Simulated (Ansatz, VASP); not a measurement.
## One calculation of Hf, two programs

File INCAR:

```
PREC = Accurate
ENCUT = 520
EDIFF = 1E-6
ISMEAR = 1
SIGMA = 0.03
LREAL = F
LASPH = T
NELM = 60
ALGO = Normal
ISIF = 2
LWAVE = F
LCHARG = T
GGA = CA
LELF = T
LVHAR = T
NBANDS = 17
```

File KPOINTS:

```
regular mesh
0
Gamma
  12 12 7
```

File POSCAR:

```
Hf
1.0
    3.1183974891      0.0000000000      0.0000000000
   -1.5591987445      2.7006114446      0.0000000000
    0.0000000000      0.0000000000      4.9475473504
Hf
2
Direct
    0.3333333333      0.6666666667      0.2500000000
    0.6666666667      0.3333333333      0.7500000000
```

Input for Ansatz:

```yaml
crystal:
  lattice:
    - [3.1183974891, 0.0, 0.0]
    - [-1.5591987445, 2.7006114446, 0.0]
    - [0.0, 0.0, 4.9475473504]
  atoms:
    - { symbol: Hf, position: [0.3333333333, 0.6666666667, 0.25] }
    - { symbol: Hf, position: [0.6666666667, 0.3333333333, 0.75] }
hamiltonian:
  xc: lda
  pseudopotentials:
    kind: paw
    azcp:
      Hf: "pseudopotentials/Hf.paw.azcp"
basis:
  ecutwfc: 420
  fft_grid_basis: typed
kpoints:
  mp_grid: { grid: [12, 12, 7], shift: [0, 0, 0] }
magnetization:
  spin_polarized: false
scf:
  occupations: { method: cold, width: 0.03 }
  lower_state_search: "off"
output:
  stress: true
```

Alike in both runs: task single point; functional LDA; k mesh 12 × 12 × 7; no spin polarisation.

|  | VASP | Ansatz |
| --- | --- | --- |
| version | VASP 6.6.1 | Ansatz 0.2.0 |
| potentials or method | VASP PAW LDA potentials, release 64 (Hf_pv), cutoff 520 eV | plane waves (420 eV) with PAW, scalar-relativistic |
| occupations | methfessel-paxton of order 1, width 0.03 eV | cold, width 0.03 eV |
| valence electrons in the cell | 20 | 52 |

|  | VASP | Ansatz | Ansatz less VASP |
| --- | --- | --- | --- |
| pressure (GPa) | 0.2 | 0.1 | -0.08 |
| traceless stress, the component that is largest in VASP (GPa) | -0.13 | -0.15 | -0.016 |

Ansatz warns that its potentials were made for another functional, while VASP's fit it. LDA's correlation is that of Perdew and Zunger in VASP and of Perdew and Wang (1992) in Ansatz. VASP's potentials hold 20 valence electrons a cell and Ansatz's 52, so a difference there can come from the potentials and not from the codes.

Neither program's run includes spin-orbit coupling.
